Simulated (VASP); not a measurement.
A run of VASP 6.6.1 is set up as follows.

Contents of INCAR:

```
SYSTEM = HfO2
ALGO = Normal
EDIFF = 1E-6
ENCUT = 520
ISIF = 2
ISMEAR = -1
LASPH = .True.
LCHARG = .True.
LELF = .True.
LREAL = .False.
LVHAR = .True.
LWAVE = .False.
NBANDS = 18
NELM = 80
PREC = Accurate
SIGMA = 0.01
```

KPOINTS

```
k-points
0
Gamma
  8 8 8
  0 0 0
```

Contents of POSCAR:

```
HfO2
1.0
    0.0511500000      2.5830750000      2.5830750000
    2.5830750000      0.0511500000      2.5830750000
    2.5830750000      2.5830750000      0.0511500000
Hf O
1 2
Direct
    0.0000000000      0.0000000000      0.0000000000
    0.2500000000      0.2500000000      0.2500000000
    0.7500000000      0.7500000000      0.7500000000
```

Potentials or basis: VASP PAW LDA potentials, release 64 (Hf_pv, O).

The run is started by

```bash
$ cat potpaw_LDA.64/Hf_pv/POTCAR potpaw_LDA.64/O/POTCAR > POTCAR
$ mpirun -np 1 vasp_std > vasp.out
```

Task: Predict the pressure.

Result: -19.0 GPa.

Task: What does it give for the band gap on the k mesh?

Result: 3.53 eV, direct.

Task: Estimate the largest force.

Result: 0.130 eV/Å.

Stress tensor (GPa, compression positive):
```
-19.00  -1.27  -1.27
 -1.27 -19.00  -1.27
 -1.27  -1.27 -19.00
```

Caveat: the cell differs from its parent crystal (equal xy, yz and zx shear strains of +2 %); spin-orbit coupling is left out, which moves the levels of the heavy elements. A k mesh can miss the band edges.
